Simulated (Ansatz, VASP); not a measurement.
**Zn in VASP and in Ansatz**

```
Zn
1.0
     0.00000    1.96478    1.96478
     1.96478    0.00000    1.96478
     1.96478    1.96478    0.00000
Zn
1
Direct
  0.00000 0.00000 0.00000
```

Alike in both runs: task single point; functional r2SCAN0; k mesh 6 × 6 × 6; occupations fermi-dirac, width 0.05 eV; no spin polarisation.

|  | VASP | Ansatz |
| --- | --- | --- |
| version | VASP 6.6.1 | Ansatz 0.2.0 |
| potentials or method | VASP PAW PBE potentials, release 64 (Zn) | Ansatz PAW |
| plane-wave cutoff (eV) | 440 | 500 |
| valence electrons in the cell | 12 | 12 |

```csv
,VASP,Ansatz,Ansatz less VASP
gap on the k mesh at the Fermi level (eV),none,none,-
pressure (GPa),-3.8,-3.4,+0.38
```

VASP's potentials were made for PBE, not for r2SCAN0. A gap of «none» marks a metal or a gap that the smearing closes.

The k mesh is coarse, so the values compare programs but aren't converged.
